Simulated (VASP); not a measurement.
# Ta (Im-3m) in VASP: further runs, part 2 of 2

VASP 6.6.1.

## Step 3: Single point, PBE

INCAR reads:

```
PREC = Accurate
ENCUT = 520
EDIFF = 1E-6
ISMEAR = -1
SIGMA = 0.08
LREAL = False
LASPH = True
NELM = 80
ALGO = Normal
ISIF = 2
LWAVE = False
LCHARG = False
GGA = PE
NBANDS = 24
```

KPOINTS reads:

```
Automatic mesh
0
Gamma
  9 9 13
```

POSCAR reads:

```
Ta
1.0
    0.0000000000      3.3195547167     -3.3195547167
   -3.3195547167      0.0000000000      3.3195547167
    1.6597773584      1.6597773584      1.6597773584
Ta
3
Direct
    0.0000000000      0.0000000000      0.0000000000
    0.3333333330      0.6666666670      0.3333333330
    0.6666666670      0.3333333330      0.6666666670
```

Potentials or basis: VASP PAW PBE potentials, release 64 (Ta_pv).

Started as:

```
$ cat potpaw_PBE.64/Ta_pv/POTCAR > POTCAR
$ mpirun -np 1 vasp_std > vasp.out
```

OUTCAR:

```text
PREC = Accurate
   ENCUT = 520
   EDIFF = 1E-6
   ISMEAR = -1
   LREAL = False
   LASPH = True
   NELM = 80
   ISIF = 2
   GGA = PE

 ion  position               nearest neighbor table
   1  0.000  0.000  0.000-   2 2.87   3 2.87   3 2.87   2 2.87   3 2.87   2 2.87   3 3.32   2 3.32
                             3 3.32   3 3.32   2 3.32   2 3.32
   2  0.333  0.667  0.333-   1 2.87   3 2.87   3 2.87   1 2.87   1 2.87   3 2.87   3 3.32   3 3.32
                             1 3.32   1 3.32   1 3.32   3 3.32
   3  0.667  0.333  0.667-   1 2.87   2 2.87   2 2.87   1 2.87   1 2.87   2 2.87   2 3.32   2 3.32
                             1 3.32   1 3.32   1 3.32   2 3.32

  LATTYP: Found a hexagonal cell.
 ALAT       =     4.6945593014
 C/A-ratio  =     0.6123724357

  Lattice vectors:

 A1 = (   0.0000000000,   3.3195547167,  -3.3195547167)
 A2 = (  -3.3195547167,   0.0000000000,   3.3195547167)
 A3 = (   1.6597773584,   1.6597773584,   1.6597773584)

Analysis of symmetry for initial positions (statically):
=====================================================================
 Subroutine PRICEL returns following result:

  LATTYP: Found a body centered cubic cell.
 ALAT       =     3.3195547145

  Lattice vectors:

 A1 = (  -1.6597773617,   1.6597773550,  -1.6597773550)
 A2 = (  -1.6597773567,  -1.6597773567,   1.6597773567)
 A3 = (   1.6597773584,   1.6597773584,   1.6597773584)

   3 primitive cells build up your supercell.

 Routine SETGRP: Setting up the symmetry group for a
 hexagonal supercell.

 Subroutine GETGRP returns: Found 12 space group operations
 (whereof 12 operations were pure point group operations)
 out of a pool of 24 trial point group operations.

The static configuration has the point symmetry D_3d.

Analysis of symmetry for dynamics (positions and initial velocities):
=====================================================================
 Subroutine PRICEL returns following result:

  LATTYP: Found a body centered cubic cell.
[... 131 lines left out ...]
   EFERMI_NEDOS =   21; number of points for ismear=-14 and -15
   IALGO  =     38    algorithm
   IMIX   =      4    mixing-type and parameters
     AMIX     =   0.40;   BMIX     =  1.00
     AMIX_MAG =   1.60;   BMIX_MAG =  1.00
  volume/ion in A,a.u.               =      18.29       123.43
  Fermi-wavevector in a.u.,A,eV,Ry     =   1.381876  2.611368 25.981449  1.909583
  Thomas-Fermi vector in A             =   2.506620
   LORBIT       =      0    0 simple, 1 ext, 2 COOP (PROOUT), +10 PAW based schemes
   GGA     = PE    functional components
   LHFCALC =     F    Hartree Fock is set to
   AEXX    =    0.0000 exact exchange contribution
   IVDW    =     0    specifies the selected vdW correction
   LEPSILON=     F    determine dielectric tensor
   LRPA    =     F    only Hartree local field effects (RPA)
 non-spin polarized calculation
  energy-cutoff  :      520.00
  volume of cell :       54.87
 maximum number of plane-waves:      1529
 NGX is ok and might be reduce to    36
   NGX = 17   NGY = 17   NGZ = 11

 number of electron      32.9999992 magnetization

 Free energy of the ion-electron system (eV)
  ---------------------------------------------------
  ext. energy  EPLUGINS =         0.00000000
  ---------------------------------------------------
  free energy    TOTEN  =       -35.48111446 eV

  energy without entropy =      -35.39734790  energy(sigma->0) =      -35.43923118

 E-fermi :   5.3640     XC(G=0): -12.5397

 val. band max:        5.3533629949   @ k =   0.4444   0.0000   0.4615
 cond. band min:       5.3668780582   @ k =   0.0000   0.2222   0.1538
 fundamental gap:      0.0135150633
 Fermi energy:         5.3640088774

 k-point     1 :       0.0000    0.0000    0.0000
  band No.  band energies     occupation
      1     -28.5445      2.00000
      2     -28.5445      2.00000
      3     -28.5445      2.00000
      4     -28.5445      2.00000
      5     -27.9104      2.00000
      6     -27.9104      2.00000
[... 637 lines left out ...]
     23       9.5064      0.00000
     24      10.1855      0.00000

 [... further k-points ...]

------------------------ aborting loop because EDIFF is reached ----------------------------------------

  FORCE on cell =-STRESS in cart. coord.  units (eV):
  Direction    XX          YY          ZZ          XY          YZ          ZX
  --------------------------------------------------------------------------------------
  -------------------------------------------------------------------------------------
  Total        0.0464572      0.0464572      0.0464572      0.0096630      0.0096630      0.0096630
  in kB        1.3565419      1.3565419      1.3565419      0.2821570      0.2821570      0.2821570
  external PRESSURE =       1.3565419 kB  Pullay stress =       0.0000000 kB

 VOLUME and BASIS-vectors are now :
 -----------------------------------------------------------------------------
  energy-cutoff  :      520.00
  volume of cell :       54.87
      direct lattice vectors                 reciprocal lattice vectors
     0.000000000  3.319554717 -3.319554717    -0.100415074  0.200830148 -0.100415074
    -3.319554717  0.000000000  3.319554717    -0.200830148  0.100415074  0.100415074
     1.659777358  1.659777358  1.659777358     0.200830148  0.200830148  0.200830148

 POSITION                                       TOTAL-FORCE (eV/Angst)
 -----------------------------------------------------------------------------------
      0.00000      0.00000      0.00000         0.000000      0.000000      0.000000
     -1.65978      1.65978      1.65978         0.000000      0.000000      0.000000
      0.00000      3.31955     -0.00000        -0.000000     -0.000000     -0.000000
 -----------------------------------------------------------------------------------
    total drift:                               -0.000000     -0.000000      0.000000

  FREE ENERGIE OF THE ION-ELECTRON SYSTEM (eV)
  ---------------------------------------------------
  free  energy   TOTEN  =       -35.4811144621 eV

  energy  without entropy=      -35.3973478957  energy(sigma->0) =      -35.43923118
```

stdout:

```text
POSCAR found type information on POSCAR Ta
 POSCAR found :  1 types and       3 ions
 scaLAPACK will be used
 LDA part: xc-table for (Slater+PW92), standard interpolation
 POSCAR, INCAR and KPOINTS ok, starting setup
 FFT: planning ... GRIDC
 FFT: planning ... GRID_SOFT
 FFT: planning ... GRID
 WAVECAR not read
 entering main loop
```

Wall time 97 s (1 thread of Intel Xeon 6975P-C (Granite Rapids), shared host); peak memory 0.27 GiB.

Results:

```
Free energy            : -35.4811 eV
Pressure               : 0.1 GPa
Band gap on the k mesh : zero (an odd number of electrons rules out a gap without spin polarisation)
```

Caveat: spin-orbit coupling is left out, which moves the levels of the heavy elements.
